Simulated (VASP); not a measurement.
Set up this calculation in VASP 6.6.1, as the native input.

```
Task                   : single point
Functional             : PBEsol
Potentials or basis    : VASP PAW PBE potentials, release 64 (Mg, Mn_pv)
Cutoff                 : 520 eV
k mesh                 : 4 × 4 × 4
Occupations            : gaussian, width 0.01 eV
Spin                   : collinear spin, ferromagnetic start
Starting moments       : [0.0, 0.0, 0.0, 4.0] μB
Dipole correction      : no
Further INCAR settings : ALGO = Normal; EDIFF = 1e-07; NBANDS = 22
```

The structure of Mg3Mn lies in POSCAR:

```
Mg3Mn
1.0
    4.2975710000      0.0000000000      0.0000000000
    0.0000000000      4.2975710000      0.0000000000
    0.0000000000      0.0000000000      4.2975710000
Mg Mn
3 1
Direct
    0.5000000000      0.5000000000      0.0000000000
    0.5000000000      0.0000000000      0.5000000000
    0.0000000000      0.5000000000      0.5000000000
    0.0000000000      0.0000000000      0.0000000000
```

One way to write it, as run:

INCAR

```
PREC = Accurate
ENCUT = 520
EDIFF = 1E-7
ISMEAR = 0
SIGMA = 0.01
LREAL = False
LASPH = True
NELM = 150
ALGO = Normal
ISIF = 2
LWAVE = False
LCHARG = False
ISPIN = 2
MAGMOM = 0 0 0 4
LORBIT = 11
LMAXMIX = 4
GGA = PS
NBANDS = 22
```

KPOINTS

```
regular mesh
0
Gamma
  4 4 4
```

Potentials or basis: VASP PAW PBE potentials, release 64 (Mg, Mn_pv).

The run is started by

```bash
$ cat potpaw_PBE.64/Mg/POTCAR potpaw_PBE.64/Mn_pv/POTCAR > POTCAR
$ mpirun -np 1 vasp_std > vasp.out
```

It gave:

- Pressure: -1.0 GPa
- Net moment: 4.00 μB per cell
- Site moments: Mg -0.01; Mn +3.75 μB
- Valence electrons inside the program's atomic spheres: Mg 0.37; Mn 11.41

Caveat: the k points lie up to 0.37 Å⁻¹ apart; the PAW data sets were made with another functional, which shifts forces and pressure a little.

Run time: 22 s on 1 thread of Intel(R) Xeon(R) Platinum 8559C (Emerald Rapids), with other jobs on the host, peak memory 0.2 GiB.
